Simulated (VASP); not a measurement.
# MgO (Fm-3m) in VASP: notebook

The runs below take MgO through single point, relaxation of cell and atoms, with PBE.

Everything below comes from runs of VASP 6.6.1. Logs are shortened: lines on timing, memory, paths and dates and some standing lists are left out, and cuts for length are marked.

**1. The cell of the first run**

It takes space group Fm-3m (No. 225, cubic). The conventional cell has a = 4.254 Å, b = 4.254 Å, c = 4.254 Å, α = 90.00°, β = 90.00°, γ = 90.00°. Mg (site symmetry m-3m) has 6 O at 2.13 Å within 2.8 Å. Within 2.8 Å of O (site symmetry m-3m) lie 6 Mg at 2.13 Å.

**2. Single point, PBE**

INCAR reads:

```
SYSTEM = MgO
PREC     = Accurate       ! precision mode
ENCUT    = 600            ! plane-wave cutoff, eV
EDIFF    = 1E-6           ! SCF threshold, eV
ISMEAR   = 0              ! smearing method
SIGMA    = 0.02           ! smearing width, eV
LREAL    = .False.        ! projectors in reciprocal space
LASPH    = .True.         ! aspherical terms in the spheres
NELM     = 120            ! most SCF steps
ALGO     = Normal         ! electronic algorithm
ISIF     = 2              ! what is computed and relaxed
LWAVE    = .False.        ! write WAVECAR
LCHARG   = .False.        ! write CHGCAR
GGA      = PE             ! functional
NBANDS   = 11             ! bands
GGA_COMPAT= .False.
```

KPOINTS reads:

```
regular mesh
0
Gamma
  10 10 10
  0 0 0
```

POSCAR reads:

```
MgO
1.0
    0.0000000000      2.1270056501      2.1270056501
    2.1270056501      0.0000000000      2.1270056501
    2.1270056501      2.1270056501      0.0000000000
Mg O
1 1
Direct
    0.0000000000      0.0000000000      0.0000000000
    0.5000000000      0.5000000000      0.5000000000
```

Potentials or basis: VASP PAW PBE potentials, release 64 (Mg, O).

Launch:

```sh
cat potpaw_PBE.64/Mg/POTCAR potpaw_PBE.64/O/POTCAR > POTCAR
mpirun -np 1 vasp_std > vasp.out
```

OUTCAR:

```text
SYSTEM = MgO
   PREC = Accurate
   ENCUT = 600
   EDIFF = 1E-6
   ISMEAR = 0
   LREAL = .False.
   LASPH = .True.
   NELM = 120
   ISIF = 2
   GGA = PE

 ion  position               nearest neighbor table
   1  0.000  0.000  0.000-   2 2.13   2 2.13   2 2.13   2 2.13   2 2.13   2 2.13
   2  0.500  0.500  0.500-   1 2.13   1 2.13   1 2.13   1 2.13   1 2.13   1 2.13

  LATTYP: Found a face centered cubic cell.
 ALAT       =     4.2540113002

  Lattice vectors:

 A1 = (   0.0000000000,   2.1270056501,   2.1270056501)
 A2 = (   2.1270056501,   0.0000000000,   2.1270056501)
 A3 = (   2.1270056501,   2.1270056501,   0.0000000000)

Analysis of symmetry for initial positions (statically):
=====================================================================
 Subroutine PRICEL returns:
 Original cell was already a primitive cell.

 Routine SETGRP: Setting up the symmetry group for a
 face centered cubic supercell.

 Subroutine GETGRP returns: Found 48 space group operations
 (whereof 48 operations were pure point group operations)
 out of a pool of 48 trial point group operations.

The static configuration has the point symmetry O_h .

Analysis of symmetry for dynamics (positions and initial velocities):
=====================================================================
 Subroutine PRICEL returns:
 Original cell was already a primitive cell.

 Routine SETGRP: Setting up the symmetry group for a
 face centered cubic supercell.

 Subroutine GETGRP returns: Found 48 space group operations
 (whereof 48 operations were pure point group operations)
 out of a pool of 48 trial point group operations.

The dynamic configuration has the point symmetry O_h .

 Subroutine INISYM returns: Found 48 space group operations
 (whereof 48 operations are pure point group operations),
 and found     1 'primitive' translations

----------------------------------------------------------------------------------------

                                     Primitive cell

  volume of cell :      19.2458

  direct lattice vectors                    reciprocal lattice vectors
     0.000000000  2.127005650  2.127005650    -0.235072248  0.235072248  0.235072248
     2.127005650  0.000000000  2.127005650     0.235072248 -0.235072248  0.235072248
     2.127005650  2.127005650  0.000000000     0.235072248  0.235072248 -0.235072248

  length of vectors
     3.008040238  3.008040238  3.008040238     0.407157077  0.407157077  0.407157077

  position of ions in fractional coordinates (direct lattice)
     0.000000000  0.000000000  0.000000000
     0.500000000  0.500000000  0.500000000

  ion indices of the primitive-cell ions
   primitive index   ion index
                 1           1
                 2           2

----------------------------------------------------------------------------------------

 KPOINTS: regular mesh

Automatic generation of k-mesh.
 Grid dimensions read from file:
 generate k-points for:   10   10   10

 Generating k-lattice:

  Cartesian coordinates                     Fractional coordinates (reciprocal lattice)
    -0.023507225  0.023507225  0.023507225     0.100000000  0.000000000  0.000000000
     0.023507225 -0.023507225  0.023507225     0.000000000  0.100000000  0.000000000
     0.023507225  0.023507225 -0.023507225     0.000000000  0.000000000  0.100000000

  Length of vectors
     0.040715708  0.040715708  0.040715708

  Shift w.r.t. Gamma in fractional coordinates (k-lattice)
     0.000000000  0.000000000  0.000000000

 Subroutine IBZKPT returns following result:
 ===========================================

 Found     47 irreducible k-points:

 Following reciprocal coordinates:
            Coordinates               Weight
  0.000000  0.000000  0.000000      1.000000
  0.100000  0.000000  0.000000      8.000000
  0.200000  0.000000  0.000000      8.000000
  0.300000  0.000000  0.000000      8.000000
  0.400000  0.000000  0.000000      8.000000
  0.500000  0.000000  0.000000      4.000000
[... 16 lines left out ...]
  0.300000  0.300000  0.000000      6.000000
  0.400000  0.300000  0.000000     24.000000
 [... further k-points ...]
   k-points           NKPTS =     47   k-points in BZ     NKDIM =     47   number of bands    NBANDS=     11
   number of dos      NEDOS =    301   number of ions     NIONS =      2
   total plane-waves  NPLWV =  13824
   dimension x,y,z NGX =    24 NGY =   24 NGZ =   24
   dimension x,y,z NGXF=    48 NGYF=   48 NGZF=   48
   ions per type =               1   1
   NGX,Y,Z   is equivalent  to a cutoff of  13.26, 13.26, 13.26 a.u.
   NGXF,Y,Z  is equivalent  to a cutoff of  26.53, 26.53, 26.53 a.u.
 SYSTEM =  MgO
   PREC   = accura    normal or accurate (medium, high low for compatibility)
   ISTART =      0    job   : 0-new  1-cont  2-samecut
   ICHARG =      2    charge: 1-file 2-atom 10-const
   ISPIN  =      1    spin polarized calculation?
   LNONCOLLINEAR =      F non collinear calculations
   LSORBIT =      F    spin-orbit coupling
   LASPH  =      T    aspherical Exc in radial PAW
   ENCUT  =  600.0 eV  44.10 Ry    6.64 a.u.   6.01  6.01  6.01*2*pi/ulx,y,z
   NELM   =    120;   NELMIN=  2; NELMDL= -5     # of ELM steps
   EDIFF  = 0.1E-05   stopping-criterion for ELM
   LREAL  =      F    real-space projection
   EDIFFG = 0.1E-04   stopping-criterion for IOM
   NSW    =      0    number of steps for IOM
   IBRION =     -1    ionic relax: 0-MD 1-quasi-New 2-CG
   NFREE  =      0    steps in history (QN), initial steepest desc. (CG)
   ISIF   =      2    stress and relaxation
   ISYM   =      2    0-nonsym 1-usesym 2-fastsym
   POTIM  = 0.5000    time-step for ionic-motion
   TEBEG  =    0.0;   TEEND  =   0.0 temperature during run
   PSTRESS=    0.0 pullay stress
   NELECT =       8.0000    total number of electrons
   NUPDOWN=      -1.0000    fix difference up-down
   EMIN   =  10.00;   EMAX   =-10.00  energy-range for DOS
   EFERMI =   0.00;   METHOD = LEGACY
   ISMEAR =     0;   SIGMA  =   0.02  broadening in eV -4-tet -1-fermi 0-gaus
   EFERMI_NEDOS =   21; number of points for ismear=-14 and -15
   IALGO  =     38    algorithm
   IMIX   =      4    mixing-type and parameters
     AMIX     =   0.40;   BMIX     =  1.00
     AMIX_MAG =   1.60;   BMIX_MAG =  1.00
  volume/ion in A,a.u.               =       9.62        64.94
  Fermi-wavevector in a.u.,A,eV,Ry     =   1.221780  2.308829 20.310032  1.492745
  Thomas-Fermi vector in A             =   2.356950
   LORBIT       =      0    0 simple, 1 ext, 2 COOP (PROOUT), +10 PAW based schemes
   GGA     = PE    functional components
   LHFCALC =     F    Hartree Fock is set to
   AEXX    =    0.0000 exact exchange contribution
   IVDW    =     0    specifies the selected vdW correction
   LEPSILON=     F    determine dielectric tensor
   LRPA    =     F    only Hartree local field effects (RPA)
 non-spin polarized calculation
 Gauss-broadening in eV      SIGMA  =   0.02
  energy-cutoff  :      600.00
  volume of cell :       19.25
 maximum number of plane-waves:       656
   NGX = 13   NGY = 13   NGZ = 13

 number of electron       8.0000004 magnetization

 Free energy of the ion-electron system (eV)
  ---------------------------------------------------
  ext. energy  EPLUGINS =         0.00000000
  ---------------------------------------------------
  free energy    TOTEN  =       -11.91480894 eV

  energy without entropy =      -11.91480894  energy(sigma->0) =      -11.91480894

 E-fermi :   3.1812     XC(G=0): -10.9386

 val. band max:        2.9655678983   @ k =   0.0000   0.0000   0.0000
 cond. band min:       7.4088753608   @ k =   0.0000   0.0000   0.0000
 fundamental gap:      4.4433074625
 Fermi energy:         3.1812034481

 k-point     1 :       0.0000    0.0000    0.0000
  band No.  band energies     occupation
      1     -14.1475      2.00000
      2       2.9656      2.00000
      3       2.9656      2.00000
      4       2.9656      2.00000
      5       7.4089      0.00000
      6      18.5984      0.00000
      7      18.5984      0.00000
      8      18.5984      0.00000
      9      22.4356      0.00000
     10      24.1778      0.00000
     11      24.1778      0.00000

 k-point     2 :       0.1000    0.0000    0.0000
  band No.  band energies     occupation
      1     -14.0472      2.00000
      2       2.3194      2.00000
      3       2.9016      2.00000
      4       2.9016      2.00000
      5       8.0410      0.00000
      6      17.3566      0.00000
      7      18.8271      0.00000
      8      18.8271      0.00000
      9      23.4055      0.00000
     10      23.4055      0.00000
     11      24.0350      0.00000

 k-point     3 :       0.2000    0.0000    0.0000
  band No.  band energies     occupation
      1     -13.7721      2.00000
      2       1.0279      2.00000
      3       2.7391      2.00000
      4       2.7391      2.00000
      5       9.2399      0.00000
      6      15.8353      0.00000
      7      19.2725      0.00000
      8      19.2725      0.00000
      9      22.7068      0.00000
     10      22.7068      0.00000
     11      24.7545      0.00000

 k-point     4 :       0.3000    0.0000    0.0000
  band No.  band energies     occupation
      1     -13.4020      2.00000
      2      -0.2510      2.00000
      3       2.5480      2.00000
      4       2.5480      2.00000
      5      10.2040      0.00000
      6      15.0920      0.00000
      7      19.3341      0.00000
      8      19.3341      0.00000
      9      23.1593      0.00000
     10      23.1593      0.00000
     11      24.1348      0.00000
[... 239 lines left out ...]
 k-point    22 :      -0.2000    0.2000    0.0000
  band No.  band energies     occupation
      1     -13.2917      2.00000
      2      -0.0600      2.00000
      3       1.6768      2.00000
      4       2.5467      2.00000
      5      11.1257      0.00000
      6      14.7092      0.00000
      7      17.7418      0.00000
      8      20.4027      0.00000
      9      21.2224      0.00000
     10      23.9801      0.00000
     11      27.2787      0.00000

 k-point    23 :       0.3000    0.3000    0.0000
  band No.  band energies     occupation
      1     -13.2097      2.00000
      2      -0.1072      2.00000
      3       2.0591      2.00000
      4       2.0591      2.00000
      5      11.5085      0.00000
      6      13.3373      0.00000
      7      17.0705      0.00000
      8      20.5424      0.00000
      9      20.5424      0.00000
     10      26.7781      0.00000
     11      29.7392      0.00000

 k-point    24 :       0.4000    0.3000    0.0000
  band No.  band energies     occupation
      1     -12.9768      2.00000
      2      -0.5133      2.00000
      3       1.7054      2.00000
      4       1.9168      2.00000
      5      12.2480      0.00000
      6      13.0498      0.00000
      7      16.2539      0.00000
      8      20.7555      0.00000
      9      20.9568      0.00000
     10      27.4891      0.00000
     11      29.3510      0.00000

 [... further k-points ...]

------------------------ aborting loop because EDIFF is reached ----------------------------------------

  FORCE on cell =-STRESS in cart. coord.  units (eV):
  Direction    XX          YY          ZZ          XY          YZ          ZX
  --------------------------------------------------------------------------------------
  -------------------------------------------------------------------------------------
  Total       -0.1264832     -0.1264832     -0.1264832      0.0000000      0.0000000     -0.0000000
  in kB      -10.5294978    -10.5294978    -10.5294978      0.0000000      0.0000000     -0.0000000
  external PRESSURE =     -10.5294978 kB  Pullay stress =       0.0000000 kB

 VOLUME and BASIS-vectors are now :
 -----------------------------------------------------------------------------
  energy-cutoff  :      600.00
  volume of cell :       19.25
      direct lattice vectors                 reciprocal lattice vectors
     0.000000000  2.127005650  2.127005650    -0.235072248  0.235072248  0.235072248
     2.127005650  0.000000000  2.127005650     0.235072248 -0.235072248  0.235072248
     2.127005650  2.127005650  0.000000000     0.235072248  0.235072248 -0.235072248

 POSITION                                       TOTAL-FORCE (eV/Angst)
 -----------------------------------------------------------------------------------
      0.00000      0.00000      0.00000         0.000000      0.000000      0.000000
      2.12701      2.12701      2.12701        -0.000000     -0.000000     -0.000000
 -----------------------------------------------------------------------------------
    total drift:                               -0.000000     -0.000000      0.000000

  FREE ENERGIE OF THE ION-ELECTRON SYSTEM (eV)
  ---------------------------------------------------
  free  energy   TOTEN  =       -11.9148089439 eV

  energy  without entropy=      -11.9148089439  energy(sigma->0) =      -11.91480894
```

It took 15 s on 1 thread of Intel Xeon 8259CL, shared host; peak memory 0.14 GiB.

What came out:

```yaml
Free_energy: -11.9148 eV
Pressure: -1.1 GPa
Band_gap_on_the_k_mesh: 4.44 eV
```

PBE gaps usually lie below the measured ones, often by a third to a half.

[end of part 1 of 2]
